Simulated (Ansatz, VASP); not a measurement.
# Two plane-wave programs on Rh

Contents of POSCAR:

```
Rh
1.0
    0.0000000000      1.9490887500      1.8064725000
    1.9490887500      0.0000000000      1.8064725000
    1.9490887500      1.9490887500      0.0000000000
Rh
1
Direct
    0.0000000000      0.0000000000      0.0000000000
```

File INCAR.step1:

```
ALGO = Normal
EDIFF = 1E-4
ENCUT = 520
GGA = PE
ISMEAR = 0
LASPH = True
LCHARG = False
LREAL = False
LWAVE = True
NBANDS = 14
NELM = 60
PREC = Accurate
SIGMA = 0.15
```

INCAR.step2

```
ALGO = Normal
EDIFF = 1E-7
ENCUT = 520
ISIF = 2
ISMEAR = 0
ISTART = 1
LASPH = True
LCHARG = False
LMIXTAU = True
LREAL = False
LWAVE = False
METAGGA = R2SCAN
NBANDS = 14
NELM = 60
PREC = Accurate
SIGMA = 0.15
```

Contents of KPOINTS:

```
k-points
0
Gamma
  22 22 22
```

Input for Ansatz:

```yaml
crystal:
  lattice:
    - [0.0, 1.94908875, 1.8064725]
    - [1.94908875, 0.0, 1.8064725]
    - [1.94908875, 1.94908875, 0.0]
  atoms:
    - { symbol: Rh, position: [0.0, 0.0, 0.0] }
basis:
  ecutwfc: 500
kpoints:
  mp_grid: { grid: [22, 22, 22] }
hamiltonian:
  xc: r2scan
scf:
  occupations: { method: gaussian, width: 0.15 }
output:
  forces: true
  stress: true
  eigenvalues: true
```

Change from the starting cell: strain +0.025 along x and y, -0.050 along z, atoms carried along.

Alike in both runs: task single point; functional r2SCAN; k mesh 22 × 22 × 22; occupations gaussian, width 0.15 eV; no spin polarisation.

|  | VASP | Ansatz |
| --- | --- | --- |
| version | VASP 6.6.1 | Ansatz 0.2.0 |
| potentials or method | VASP PAW PBE potentials, release 64 (Rh_pv), cutoff 520 eV | scalar-relativistic, plane waves, PAW |
| valence electrons in the cell | 15 | 17 |

VASP gave:

| Quantity | Value |
| --- | --- |
| gap on the k mesh at the Fermi level (eV) | none |
| pressure (GPa) | 1.9 |
| traceless stress, the component that is largest in VASP (GPa) | 11.37 |

Q: What did Ansatz give for the same quantities?

A: gap on the k mesh at the Fermi level (eV): none; pressure (GPa): 0.7; traceless stress, the component that is largest in VASP (GPa): 11.32.

VASP's potentials were made for PBE, not for r2SCAN. A gap of «none» marks a metal or a gap that the smearing closes. The functional is the same, so the differences come from potentials, cutoffs and numerics. VASP's potentials hold 15 valence electrons a cell and Ansatz's 17, so a difference there can come from the potentials and not from the codes.
